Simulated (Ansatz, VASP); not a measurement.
# One calculation of SiC, two programs

```
CELL_PARAMETERS angstrom
0.00000 2.18986 2.18986
2.18986 0.00000 2.18986
2.18986 2.18986 0.00000
ATOMIC_POSITIONS crystal
Si 0.00000 0.00000 0.00000
C 0.25000 0.25000 0.25000
```

Alike in both runs: functional PBE; k mesh 13 × 13 × 13; occupations fermi-dirac, width 0.02 eV; no spin polarisation.

Ansatz relaxed the structure, and its values are those at the end. VASP's run is a single point on that final structure, the one shown.

```csv
,VASP,Ansatz
version,VASP 6.6.1,Ansatz 0.2.0
potentials or method,"VASP PAW PBE potentials, release 64 (Si, C)","PAW with Ansatz's default frozen-core files, scalar-relativistic"
plane-wave cutoff (eV),600,420
valence electrons in the cell,8,8
```

|  | VASP | Ansatz | Ansatz less VASP |
| --- | --- | --- | --- |
| pressure (GPa) | -0.2 | 0.0 | +0.18 |
